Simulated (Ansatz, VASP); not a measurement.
## AlAs4 in VASP and in Ansatz

```
Al As
1.0
     7.30165    0.00000    0.00000
     0.00000    7.30165    0.00000
     0.00000    0.00000    4.28612
Al As
2 8
Cartesian
  0.0000 0.0000 0.0000
  3.6508 3.6508 2.1430
  5.4207 3.6508 4.2850
  1.8809 3.6509 4.2850
  0.0000 1.7699 2.1419
  7.3016 5.5317 2.1419
  1.7699 0.0000 2.1419
  5.5317 7.3016 2.1419
  3.6509 1.8809 4.2850
  3.6508 5.4207 4.2850
```

Alike in both runs: functional PBE; k mesh 3 × 3 × 3; occupations gaussian, width 0.2 eV; no spin polarisation.

Ansatz relaxed the structure, and its values are those at the end. VASP's run is a single point on that final structure, the one shown.

```csv
,VASP,Ansatz
version,VASP 6.6.1,Ansatz 0.2.0
potentials or method,"VASP PAW PBE potentials, release 64 (Al, As), cutoff 520 eV","scalar-relativistic, plane waves, PAW"
valence electrons in the cell,46,126
```

Ansatz gave:

- gap on the k mesh at the Fermi level (eV): none
- pressure (GPa): 0.2
- rms of the force components (eV/Å): 0.003

**Question.** What did VASP give for the same quantities?

**Answer.** gap on the k mesh at the Fermi level (eV): none; pressure (GPa): 0.4; rms of the force components (eV/Å): 0.032.

A gap of «none» marks a metal or a gap that the smearing closes. The functional is the same, so the differences come from potentials, cutoffs and numerics. VASP's potentials hold 46 valence electrons a cell and Ansatz's 126, so a difference there can come from the potentials and not from the codes.

The k mesh is coarse, so the values compare programs but aren't converged.
